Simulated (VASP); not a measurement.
# C (Pm-3m) in VASP: single point with HSE06

Aim: the single point of C with HSE06.

Program: VASP 6.6.1. These are calculated values, not measurements. Logs are shortened: lines on timing, memory, paths and dates and some standing lists are left out, and cuts for length are marked.

## (1) The cell of the first run

Symmetry: Pm-3m, No. 221, cubic system. The conventional cell has a = 1.768 Å, b = 1.768 Å, c = 1.768 Å, α = 90.00°, β = 90.00°, γ = 90.00°. Within 2.3 Å of C (site symmetry m-3m) lie 6 C at 1.77 Å.

## (2) Single point, HSE06

POSCAR

```
C
1.0
    1.7679626358      0.0000000000      0.0000000000
    0.0000000000      1.7679626358      0.0000000000
    0.0000000000      0.0000000000      1.7679626358
C
1
Direct
    0.0000000000      0.0000000000      0.0000000000
```

INCAR.step1

```
ALGO = Normal
EDIFF = 1E-5
ENCUT = 520
GGA = PE
ISIF = 2
ISMEAR = -1
LASPH = True
LCHARG = False
LREAL = False
LWAVE = True
NBANDS = 8
NELM = 80
PREC = Accurate
SIGMA = 0.1
```

INCAR.step2

```
ALGO = Normal
EDIFF = 1E-6
ENCUT = 520
GGA = PE
HFSCREEN = 0.2079
ISIF = 2
ISMEAR = -1
ISTART = 1
LASPH = True
LCHARG = False
LHFCALC = True
LREAL = False
LWAVE = False
NBANDS = 8
NELM = 80
PREC = Accurate
PRECFOCK = Normal
SIGMA = 0.1
```

KPOINTS

```
k-points
0
Gamma
  9 9 9
```

Potentials or basis: VASP PAW PBE potentials, release 64 (C).

Run with:

```sh
cat potpaw_PBE.64/C/POTCAR > POTCAR
cp INCAR.step1 INCAR
mpirun -np 1 vasp_std > vasp.out
cp INCAR.step2 INCAR
mpirun -np 1 vasp_std > vasp.out
```

OUTCAR:

```text
EDIFF = 1E-6
   ENCUT = 520
   GGA = PE
   HFSCREEN = 0.2079
   ISIF = 2
   ISMEAR = -1
   ISTART = 1
   LASPH = True
   LHFCALC = True
   LREAL = False
   NELM = 80
   PREC = Accurate
   PRECFOCK = Normal

 ion  position               nearest neighbor table
   1  0.000  0.000  0.000-

  LATTYP: Found a simple cubic cell.
 ALAT       =     1.7679626358

  Lattice vectors:

 A1 = (   1.7679626358,   0.0000000000,   0.0000000000)
 A2 = (   0.0000000000,   1.7679626358,   0.0000000000)
 A3 = (   0.0000000000,   0.0000000000,   1.7679626358)

Analysis of symmetry for initial positions (statically):
=====================================================================
 Subroutine PRICEL returns:
 Original cell was already a primitive cell.

 Routine SETGRP: Setting up the symmetry group for a
 simple cubic supercell.

 Subroutine GETGRP returns: Found 48 space group operations
 (whereof 48 operations were pure point group operations)
 out of a pool of 48 trial point group operations.

The static configuration has the point symmetry O_h .

Analysis of symmetry for dynamics (positions and initial velocities):
=====================================================================
 Subroutine PRICEL returns:
 Original cell was already a primitive cell.

 Routine SETGRP: Setting up the symmetry group for a
 simple cubic supercell.

 Subroutine GETGRP returns: Found 48 space group operations
 (whereof 48 operations were pure point group operations)
 out of a pool of 48 trial point group operations.

The dynamic configuration has the point symmetry O_h .

 Subroutine INISYM returns: Found 48 space group operations
 (whereof 48 operations are pure point group operations),
 and found     1 'primitive' translations

----------------------------------------------------------------------------------------

                                     Primitive cell

  volume of cell :       5.5261

  direct lattice vectors                    reciprocal lattice vectors
     1.767962636  0.000000000  0.000000000     0.565622813  0.000000000  0.000000000
     0.000000000  1.767962636  0.000000000     0.000000000  0.565622813  0.000000000
     0.000000000  0.000000000  1.767962636     0.000000000  0.000000000  0.565622813

  length of vectors
     1.767962636  1.767962636  1.767962636     0.565622813  0.565622813  0.565622813

  position of ions in fractional coordinates (direct lattice)
[... 86 lines left out ...]
   TEBEG  =    0.0;   TEEND  =   0.0 temperature during run
   PSTRESS=    0.0 pullay stress
   NELECT =       4.0000    total number of electrons
   NUPDOWN=      -1.0000    fix difference up-down
   EMIN   =  10.00;   EMAX   =-10.00  energy-range for DOS
   EFERMI =   0.00;   METHOD = LEGACY
   ISMEAR =    -1;   SIGMA  =   0.10  broadening in eV -4-tet -1-fermi 0-gaus
   EFERMI_NEDOS =   21; number of points for ismear=-14 and -15
   IALGO  =     38    algorithm
   IMIX   =      1    mixing-type and parameters
     AMIX     =   0.40;   BMIX     =  1.00
     AMIX_MAG =   1.60;   BMIX_MAG =  1.00
  volume/ion in A,a.u.               =       5.53        37.29
  Fermi-wavevector in a.u.,A,eV,Ry     =   1.469902  2.777712 29.396914  2.160612
  Thomas-Fermi vector in A             =   2.585224
   LORBIT       =      0    0 simple, 1 ext, 2 COOP (PROOUT), +10 PAW based schemes
   GGA     = PE    functional components
   LHFCALC =     T    Hartree Fock is set to
   PRECFOCK=normal    Normal, Fast or Accurate (Low or Medium for compatibility)
   ENCUT4O =  -1.0   cutoff for four orbital integrals eV
   NKREDX  =     1    reduce k-point grid by
   NKREDY  =     1    reduce k-point grid by
   NKREDZ  =     1    reduce k-point grid by
   AEXX    =    0.2500 exact exchange contribution
   HFSCREEN=    0.2079 screening length (either q_TF or 0.3 A-1)
   HFSCREENC=   0.2079 screening length for correlation (either q_TF or 0.3 A-1)
   ENCUTFOCK=  -1.0 apply spherical cutoff to Coloumb kernel
   IVDW    =     0    specifies the selected vdW correction
   LEPSILON=     F    determine dielectric tensor
   LRPA    =     F    only Hartree local field effects (RPA)
 non-spin polarized calculation
  energy-cutoff  :      520.00
  volume of cell :        5.53
 maximum number of plane-waves:       159
 NGX is ok and might be reduce to    14
  NGX = 10; NGY = 10; NGZ = 10

 number of electron       4.0000000 magnetization

 Free energy of the ion-electron system (eV)
  ---------------------------------------------------
  ext. energy  EPLUGINS =         0.00000000
  ---------------------------------------------------
  free energy    TOTEN  =        -7.59448501 eV

  energy without entropy =       -7.58572801  energy(sigma->0) =       -7.59010651

 E-fermi :  11.7900     XC(G=0): -11.2908

 val. band max:       11.7164233878   @ k =   0.2222   0.0000   0.0000
 cond. band min:      11.9179762855   @ k =   0.2222   0.2222   0.1111
 fundamental gap:      0.2015528977
 Fermi energy:        11.7900025565

 k-point     1 :       0.0000    0.0000    0.0000
  band No.  band energies     occupation
      1     -13.9241      2.00000
      2      21.8442      0.00000
      3      21.8442      0.00000
      4      21.8442      0.00000
      5      37.7970      0.00000
      6      37.7970      0.00000
      7      43.6951      0.00000
      8      69.2388      0.00000
[... 243 lines left out ...]
 k-point    24 :       0.4444    0.3333    0.1111
  band No.  band energies     occupation
      1      -0.6966      2.00000
      2       3.6493      2.00000
      3      13.1027      0.00000
      4      25.5585      0.00000
      5      26.4435      0.00000
      6      45.5018      0.00000
      7      50.0996      0.00000
      8      60.4683      0.00000

 [... further k-points ...]

------------------------ aborting loop because EDIFF is reached ----------------------------------------

  FORCE on cell =-STRESS in cart. coord.  units (eV):
  Direction    XX          YY          ZZ          XY          YZ          ZX
  --------------------------------------------------------------------------------------
  -------------------------------------------------------------------------------------
  Total       -0.1610973     -0.1610973     -0.1610973      0.0000000      0.0000000     -0.0000000
  in kB      -46.7067540    -46.7067540    -46.7067540      0.0000000      0.0000000     -0.0000000
  external PRESSURE =     -46.7067540 kB  Pullay stress =       0.0000000 kB

 VOLUME and BASIS-vectors are now :
 -----------------------------------------------------------------------------
  energy-cutoff  :      520.00
  volume of cell :        5.53
      direct lattice vectors                 reciprocal lattice vectors
     1.767962636  0.000000000  0.000000000     0.565622813  0.000000000  0.000000000
     0.000000000  1.767962636  0.000000000     0.000000000  0.565622813  0.000000000
     0.000000000  0.000000000  1.767962636     0.000000000  0.000000000  0.565622813

 POSITION                                       TOTAL-FORCE (eV/Angst)
 -----------------------------------------------------------------------------------
      0.00000      0.00000      0.00000         0.000000      0.000000      0.000000
 -----------------------------------------------------------------------------------
    total drift:                                0.000000      0.000000     -0.000000

  FREE ENERGIE OF THE ION-ELECTRON SYSTEM (eV)
  ---------------------------------------------------
  free  energy   TOTEN  =        -7.5944850064 eV

  energy  without entropy=       -7.5857280098  energy(sigma->0) =       -7.59010651
```

OSZICAR.step1:

```text
N       E                     dE             d eps       ncg     rms          rms(c)
DAV:   1    -0.548220796680E+01   -0.54822E+01   -0.27140E+03   648   0.519E+02
DAV:   2    -0.649258393439E+01   -0.10104E+01   -0.10047E+01   744   0.259E+01
DAV:   3    -0.649446169640E+01   -0.18778E-02   -0.18772E-02   672   0.106E+00
DAV:   4    -0.649446194278E+01   -0.24637E-06   -0.24532E-06   816   0.119E-02
DAV:   5    -0.649446194102E+01    0.17599E-08   -0.50221E-10   656   0.960E-05    0.199E+00
DAV:   6    -0.648218587009E+01    0.12276E-01   -0.11965E-02   568   0.714E-01    0.124E+00
DAV:   7    -0.648147590704E+01    0.70996E-03   -0.17156E-02   576   0.919E-01    0.154E-01
DAV:   8    -0.648162209114E+01   -0.14618E-03   -0.28317E-04   592   0.132E-01    0.186E-02
DAV:   9    -0.648162031774E+01    0.17734E-05   -0.18782E-05   656   0.296E-02
   1 F= -.64816203E+01 E0= -.64770649E+01  d E =-.911078E-02
```

It took 50 s on 1 thread of Intel Xeon 6975P-C (Granite Rapids), shared host; peak memory 0.2 GiB.

What came out:

```yaml
Free_energy: -7.5945 eV
Pressure: -4.7 GPa
Band_gap_on_the_k_mesh: zero (bands 2 and 3 overlap by 12.61 eV)
```

Caveat: the k points lie up to 0.39 Å⁻¹ apart, too coarse for converged energies and pressures of a metal; the PAW data sets were made with another functional, which shifts forces and pressure a little.

The gap in the log of VASP goes by the Fermi energy; the results here count the filled bands.